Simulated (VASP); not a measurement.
Set up this calculation in VASP 6.6.1, as the native input.

| Quantity | Value |
| --- | --- |
| Task | single point |
| Functional | PBE |
| Potentials or basis | VASP PAW PBE potentials, release 64 (Lu, F) |
| Cutoff | 520 eV |
| k mesh | 10 × 10 × 10 |
| Occupations | gaussian, width 0.1 eV |
| Spin | no spin polarisation |
| Dipole correction | no |
| Further INCAR settings | ALGO = Normal; EDIFF = 1e-06; NBANDS = 34 |

The structure of LuF4 lies in POSCAR:

```
LuF4
1.0
   -2.5844899587      2.5844899587      2.5844899587
    2.5844899587     -2.5844899587      2.5844899587
    2.5844899587      2.5844899587     -2.5844899587
Lu F
1 4
Direct
    0.0000000000      0.0000000000      0.0000000000
    0.0000000000      0.0000000000      0.5000000000
    0.0000000000      0.5000000000      0.0000000000
    0.5000000000      0.0000000000      0.0000000000
    0.5000000000      0.5000000000      0.5000000000
```

These files were run (other wordings do the same):

INCAR

```
PREC = Accurate
ENCUT = 520
EDIFF = 1E-6
ISMEAR = 0
SIGMA = 0.1
LREAL = F
LASPH = T
NELM = 100
ALGO = Normal
ISIF = 2
LWAVE = F
LCHARG = F
GGA = PE
NBANDS = 34
```

KPOINTS

```
regular mesh
0
Gamma
  10 10 10
```

Potentials or basis: VASP PAW PBE potentials, release 64 (Lu, F).

Command:

```console
$ cat potpaw_PBE.64/Lu/POTCAR potpaw_PBE.64/F/POTCAR > POTCAR
$ mpirun -np 1 vasp_std > vasp.out
```

It gave:

| Property | Result |
| --- | --- |
| Pressure | -0.3 GPa |

Caveat: an odd number of electrons without spin polarisation forces a metal; a magnetic or distorted state may lie lower.

Run time: 5.5 min on 1 thread of Intel(R) Xeon(R) Platinum 8259CL CPU @ 2.50GHz (Skylake/Cascade Lake), with other jobs on the host, peak memory 0.27 GiB.
